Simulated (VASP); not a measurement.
# Na (P1) in VASP: further runs

The runs below take Na through single point, with PBE+D3(BJ).

Program: VASP 6.6.1. These are calculated values, not measurements. Logs are shortened: lines on timing, memory, paths and dates and some standing lists are left out, and cuts for length are marked.

### Step 1. The cell of the first run

The typed cell holds 16 atoms: a = 8.599 Å, b = 8.599 Å, c = 8.599 Å, α = 90.00°, β = 90.00°, γ = 90.00°.

### Step 2. Single point, PBE+D3(BJ)

INCAR

```
SYSTEM = Na
PREC = Accurate
ENCUT = 520
EDIFF = 1E-6
ISMEAR = -1
SIGMA = 0.11
LREAL = Auto
LASPH = .True.
NELM = 100
ALGO = Normal
ISIF = 2
LWAVE = .False.
LCHARG = .True.
GGA = PE
IVDW = 12
LELF = .True.
LVHAR = .True.
NBANDS = 70
```

KPOINTS

```
regular mesh
0
Gamma
  2 2 2
  0 0 0
```

POSCAR

```
Na
1.0
    8.5987130000      0.0000000000      0.0000000000
    0.0000000000      8.5987130000      0.0000000000
    0.0000000000      0.0000000000      8.5987130000
Na
16
Direct
    0.0499144465     -0.0128042418     -0.0735575196
    0.4786297670     -0.0103038676     -0.0747437436
   -0.0268412261      0.4781878404      0.0033260791
   -0.0061288242      0.0308069359      0.5270672483
    0.2632719571      0.2827748757      0.2010417140
    0.5286256211      0.5155190085     -0.0805701970
    0.4772342094     -0.0175491379      0.5573624797
    0.7095247859      0.2695984853      0.2507817158
    0.0555083069      0.4613132221      0.5409530473
    0.2395474765      0.7506821079      0.2385240675
    0.2531541639      0.2597016554      0.8427656557
    0.4995166137      0.4581499580      0.5700387953
    0.7222011015      0.7327608213      0.2573408369
    0.7502169220      0.2379774741      0.6812996317
    0.2447226695      0.7585321199      0.7082455247
    0.7929675057      0.7743600699      0.7769185924
```

Potentials or basis: VASP PAW PBE potentials, release 64 (Na_pv).

On the command line:

```bash
$ cat potpaw_PBE.64/Na_pv/POTCAR > POTCAR
$ mpirun -np 1 vasp_std > vasp.out
```

OUTCAR:

```text
SYSTEM = Na
   PREC = Accurate
   ENCUT = 520
   EDIFF = 1E-6
   ISMEAR = -1
   LREAL = Auto
   LASPH = .True.
   NELM = 100
   ISIF = 2
   GGA = PE
   IVDW = 12
 IVDW          = 12

 ion  position               nearest neighbor table
   1  0.050  0.987  0.926-
   2  0.479  0.990  0.925-
   3  0.973  0.478  0.003-
   4  0.994  0.031  0.527-
   5  0.263  0.283  0.201-
   6  0.529  0.516  0.919-
[... 8 lines left out ...]
  15  0.245  0.759  0.708-
  16  0.793  0.774  0.777-

  LATTYP: Found a simple cubic cell.
 ALAT       =     8.5987130000

  Lattice vectors:

 A1 = (   8.5987130000,   0.0000000000,   0.0000000000)
 A2 = (   0.0000000000,   8.5987130000,   0.0000000000)
 A3 = (   0.0000000000,   0.0000000000,   8.5987130000)

Analysis of symmetry for initial positions (statically):
=====================================================================
 Subroutine PRICEL returns:
 Original cell was already a primitive cell.

 Routine SETGRP: Setting up the symmetry group for a
 simple cubic supercell.

 Subroutine GETGRP returns: Found  1 space group operations
 (whereof  1 operations were pure point group operations)
 out of a pool of 48 trial point group operations.

The static configuration has the point symmetry C_1 .

Analysis of symmetry for dynamics (positions and initial velocities):
=====================================================================
 Subroutine PRICEL returns:
 Original cell was already a primitive cell.

 Routine SETGRP: Setting up the symmetry group for a
 simple cubic supercell.

 Subroutine GETGRP returns: Found  1 space group operations
 (whereof  1 operations were pure point group operations)
 out of a pool of 48 trial point group operations.

The dynamic configuration has the point symmetry C_1 .

 Subroutine INISYM returns: Found  1 space group operations
 (whereof  1 operations are pure point group operations),
 and found     1 'primitive' translations

----------------------------------------------------------------------------------------

                                     Primitive cell

  volume of cell :     635.7705

  direct lattice vectors                    reciprocal lattice vectors
     8.598713000  0.000000000  0.000000000     0.116296474  0.000000000  0.000000000
     0.000000000  8.598713000  0.000000000     0.000000000  0.116296474  0.000000000
     0.000000000  0.000000000  8.598713000     0.000000000  0.000000000  0.116296474

  length of vectors
     8.598713000  8.598713000  8.598713000     0.116296474  0.116296474  0.116296474

  position of ions in fractional coordinates (direct lattice)
     0.049914446  0.987195758  0.926442480
     0.478629767  0.989696132  0.925256256
     0.973158774  0.478187840  0.003326079
     0.993871176  0.030806936  0.527067248
     0.263271957  0.282774876  0.201041714
     0.528625621  0.515519008  0.919429803
[... 8 lines left out ...]
     0.244722669  0.758532120  0.708245525
     0.792967506  0.774360070  0.776918592

  ion indices of the primitive-cell ions
   primitive index   ion index
                 1           1
                 2           2
                 3           3
                 4           4
                 5           5
                 6           6
[... 8 lines left out ...]
                15          15
                16          16

----------------------------------------------------------------------------------------

 KPOINTS: regular mesh

Automatic generation of k-mesh.
 Grid dimensions read from file:
 generate k-points for:    2    2    2

 Generating k-lattice:

  Cartesian coordinates                     Fractional coordinates (reciprocal lattice)
     0.058148237  0.000000000  0.000000000     0.500000000  0.000000000  0.000000000
     0.000000000  0.058148237  0.000000000     0.000000000  0.500000000  0.000000000
     0.000000000  0.000000000  0.058148237     0.000000000  0.000000000  0.500000000

  Length of vectors
     0.058148237  0.058148237  0.058148237

  Shift w.r.t. Gamma in fractional coordinates (k-lattice)
     0.000000000  0.000000000  0.000000000

 Subroutine IBZKPT returns following result:
 ===========================================

 Found      8 irreducible k-points:

 Following reciprocal coordinates:
            Coordinates               Weight
  0.000000  0.000000  0.000000      1.000000
  0.500000  0.000000  0.000000      1.000000
  0.000000  0.500000  0.000000      1.000000
  0.000000  0.000000  0.500000      1.000000
  0.500000  0.500000  0.000000      1.000000
  0.000000  0.500000  0.500000      1.000000
  0.500000  0.000000  0.500000      1.000000
  0.500000  0.500000  0.500000      1.000000
   k-points           NKPTS =      8   k-points in BZ     NKDIM =      8   number of bands    NBANDS=     70
   number of dos      NEDOS =    301   number of ions     NIONS =     16
   total plane-waves  NPLWV = 262144
   dimension x,y,z NGX =    64 NGY =   64 NGZ =   64
   dimension x,y,z NGXF=   128 NGYF=  128 NGZF=  128
   ions per type =              16
   NGX,Y,Z   is equivalent  to a cutoff of  12.37, 12.37, 12.37 a.u.
   NGXF,Y,Z  is equivalent  to a cutoff of  24.75, 24.75, 24.75 a.u.
 SYSTEM =  Na
   PREC   = accura    normal or accurate (medium, high low for compatibility)
   ISTART =      0    job   : 0-new  1-cont  2-samecut
   ICHARG =      2    charge: 1-file 2-atom 10-const
   ISPIN  =      1    spin polarized calculation?
   LNONCOLLINEAR =      F non collinear calculations
   LSORBIT =      F    spin-orbit coupling
   LASPH  =      T    aspherical Exc in radial PAW
   ENCUT  =  520.0 eV  38.22 Ry    6.18 a.u.  15.99 15.99 15.99*2*pi/ulx,y,z
   NELM   =    100;   NELMIN=  2; NELMDL= -5     # of ELM steps
   EDIFF  = 0.1E-05   stopping-criterion for ELM
   LREAL  =      T    real-space projection
   EDIFFG = 0.1E-04   stopping-criterion for IOM
   NSW    =      0    number of steps for IOM
   IBRION =     -1    ionic relax: 0-MD 1-quasi-New 2-CG
   NFREE  =      0    steps in history (QN), initial steepest desc. (CG)
   ISIF   =      2    stress and relaxation
   ISYM   =      2    0-nonsym 1-usesym 2-fastsym
   POTIM  = 0.5000    time-step for ionic-motion
   TEBEG  =    0.0;   TEEND  =   0.0 temperature during run
   PSTRESS=    0.0 pullay stress
   NELECT =     112.0000    total number of electrons
   NUPDOWN=      -1.0000    fix difference up-down
   EMIN   =  10.00;   EMAX   =-10.00  energy-range for DOS
   EFERMI =   0.00;   METHOD = LEGACY
   ISMEAR =    -1;   SIGMA  =   0.11  broadening in eV -4-tet -1-fermi 0-gaus
   EFERMI_NEDOS =   21; number of points for ismear=-14 and -15
   IALGO  =     38    algorithm
   IMIX   =      4    mixing-type and parameters
     AMIX     =   0.40;   BMIX     =  1.00
     AMIX_MAG =   1.60;   BMIX_MAG =  1.00
  volume/ion in A,a.u.               =      39.74       268.15
  Fermi-wavevector in a.u.,A,eV,Ry     =   0.917728  1.734255 11.459166  0.842225
  Thomas-Fermi vector in A             =   2.042730
   LORBIT       =      0    0 simple, 1 ext, 2 COOP (PROOUT), +10 PAW based schemes
   GGA     = PE    functional components
   LHFCALC =     F    Hartree Fock is set to
   AEXX    =    0.0000 exact exchange contribution
   IVDW    =    12    specifies the selected vdW correction
   LEPSILON=     F    determine dielectric tensor
   LRPA    =     F    only Hartree local field effects (RPA)
 non-spin polarized calculation
  energy-cutoff  :      520.00
  volume of cell :      635.77
 maximum number of plane-waves:     17256
 NGX is ok and might be reduce to    64
   NGX = 31   NGY = 31   NGZ = 31

 number of electron     112.0000024 magnetization

 Free energy of the ion-electron system (eV)
  ---------------------------------------------------
  ext. energy  EPLUGINS =         0.00000000
  ---------------------------------------------------
  free energy    TOTEN  =       -19.57694730 eV

  energy without entropy =      -19.14118827  energy(sigma->0) =      -19.35906778

 E-fermi :  -0.0187     XC(G=0):  -6.2843

 val. band max:       -0.0305548411   @ k =   0.0000   0.5000   0.5000
 cond. band min:       0.0113022243   @ k =   0.5000   0.0000   0.5000
 fundamental gap:      0.0418570654
 Fermi energy:        -0.0186717204

 k-point     1 :       0.0000    0.0000    0.0000
  band No.  band energies     occupation
      1     -25.1433      2.00000
      2     -25.1427      2.00000
      3     -25.1388      2.00000
      4     -25.0554      2.00000
      5     -25.0524      2.00000
      6     -25.0464      2.00000
[... 60 lines left out ...]
     67       1.3556      0.00001
     68       2.7277      0.00000

 k-point     2 :       0.5000    0.0000    0.0000
  band No.  band energies     occupation
      1     -25.1433      2.00000
      2     -25.1426      2.00000
      3     -25.1388      2.00000
      4     -25.0553      2.00000
      5     -25.0524      2.00000
      6     -25.0464      2.00000
[... 60 lines left out ...]
     67       1.7957      0.00000
     68       1.8840      0.00000

 k-point     3 :       0.0000    0.5000    0.0000
  band No.  band energies     occupation
      1     -25.1433      2.00000
      2     -25.1426      2.00000
      3     -25.1388      2.00000
      4     -25.0554      2.00000
      5     -25.0525      2.00000
      6     -25.0464      2.00000
[... 344 lines left out ...]
     67       2.4011      0.00000
     68       2.4350      0.00000

 k-point     8 :       0.5000    0.5000    0.5000
  band No.  band energies     occupation
      1     -25.1433      2.00000
      2     -25.1426      2.00000
      3     -25.1388      2.00000
      4     -25.0553      2.00000
      5     -25.0524      2.00000
      6     -25.0464      2.00000
[... 60 lines left out ...]
     67       2.5198      0.00000
     68       2.5786      0.00000
 [bands above 68 left out]

------------------------ aborting loop because EDIFF is reached ----------------------------------------

 Edisp (eV)   -2.29515

 E8    (eV) :    -1.1222

  FORCE on cell =-STRESS in cart. coord.  units (eV):
  Direction    XX          YY          ZZ          XY          YZ          ZX
  --------------------------------------------------------------------------------------
  -------------------------------------------------------------------------------------
  Total      -0.93917    -1.54549    -0.85126     0.09148     0.22514    -0.20548
  in kB      -2.36675    -3.89472    -2.14522     0.23052     0.56736    -0.51781
  external pressure =       -2.80 kB  Pullay stress =        0.00 kB

 VOLUME and BASIS-vectors are now :
 -----------------------------------------------------------------------------
  energy-cutoff  :      520.00
  volume of cell :      635.77
      direct lattice vectors                 reciprocal lattice vectors
     8.598713000  0.000000000  0.000000000     0.116296474  0.000000000  0.000000000
     0.000000000  8.598713000  0.000000000     0.000000000  0.116296474  0.000000000
     0.000000000  0.000000000  8.598713000     0.000000000  0.000000000  0.116296474

 POSITION                                       TOTAL-FORCE (eV/Angst)
 -----------------------------------------------------------------------------------
      0.42920      8.48861      7.96621        -0.241981      0.045978      0.413669
      4.11560      8.51011      7.95601         0.265024     -0.074055      0.424720
      8.36791      4.11180      0.02860        -0.039300      0.107792     -0.100158
      8.54601      0.26490      4.53210         0.254040     -0.127799     -0.300243
      2.26380      2.43150      1.72870         0.081275     -0.094237      0.401391
      4.54550      4.43280      7.90591        -0.008981      0.095154      0.417951
[... 8 lines left out ...]
      2.10430      6.52240      6.09000        -0.096471     -0.329634      0.120483
      6.81850      6.65850      6.68050        -0.135793     -0.174851     -0.224585
 -----------------------------------------------------------------------------------
    total drift:                                0.001502      0.002728     -0.000069

  FREE ENERGIE OF THE ION-ELECTRON SYSTEM (eV)
  ---------------------------------------------------
  free  energy   TOTEN  =       -21.8720944110 eV

  energy  without entropy=      -21.4363353873  energy(sigma->0) =      -21.65421490
```

Wall time 6.1 min (1 thread of AMD EPYC 7R43 (Zen 3), shared host); peak memory 0.59 GiB.

Results:

```yaml
Free_energy: -21.8721 eV
Pressure: -0.3 GPa
Largest_force: 0.631 eV/Å
Band_gap_on_the_k_mesh: zero (band 56 reaches 0.78 eV, above the bottom of band 57 at -0.31 eV)
Dispersion_energy_per_atom: -0.143 eV
```

Forces in eV/Å, atoms in the order of the input:
```
Na  -0.242  0.046  0.414
Na   0.265 -0.074  0.425
Na  -0.039  0.108 -0.100
Na   0.254 -0.128 -0.300
Na   0.081 -0.094  0.401
Na  -0.009  0.095  0.418
Na   0.074  0.173 -0.426
Na   0.024 -0.108 -0.066
Na  -0.120  0.043 -0.092
Na   0.048 -0.023 -0.017
Na   0.014  0.229 -0.588
Na  -0.226  0.207 -0.464
Na   0.029  0.040  0.045
Na   0.078 -0.009  0.455
Na  -0.096 -0.330  0.120
Na  -0.136 -0.175 -0.225
```

Stress tensor (GPa, compression positive):
```
-0.24  0.02 -0.05
 0.02 -0.39  0.06
-0.05  0.06 -0.21
```

Levels at points of the mesh, in eV from the Fermi level:
| k point | band 53 | band 54 | band 55 | band 56 | band 57 | band 58 | band 59 | band 60 |
| --- | --- | --- | --- | --- | --- | --- | --- | --- |
| (0.00, 0.00, 0.00) | -0.93 | -0.82 | -0.78 | 0.80 | 0.85 | 0.91 | 0.95 | 0.96 |
| (0.50, 0.00, 0.00) | -0.55 | -0.50 | -0.39 | -0.30 | -0.23 | -0.11 | 1.30 | 1.35 |
| (0.00, 0.50, 0.00) | -0.48 | -0.44 | -0.36 | -0.34 | -0.29 | -0.19 | 1.29 | 1.35 |
| (0.00, 0.00, 0.50) | -0.60 | -0.56 | -0.28 | -0.23 | -0.16 | -0.09 | 1.15 | 1.16 |
| (0.50, 0.50, 0.00) | -0.05 | 0.05 | 0.08 | 0.09 | 0.11 | 0.13 | 0.23 | 0.25 |
| (0.00, 0.50, 0.50) | -0.18 | -0.11 | -0.07 | -0.01 | 0.12 | 0.24 | 0.32 | 0.43 |
| (0.50, 0.00, 0.50) | -0.23 | -0.09 | -0.08 | 0.03 | 0.18 | 0.26 | 0.30 | 0.38 |
| (0.50, 0.50, 0.50) | -1.32 | -1.29 | -1.19 | -1.05 | 1.94 | 1.96 | 2.06 | 2.07 |

Caveat: the k points lie up to 0.37 Å⁻¹ apart; pairwise dispersion overbinds metals, which lowers pressure and volume.

[end of part 1 of 2]
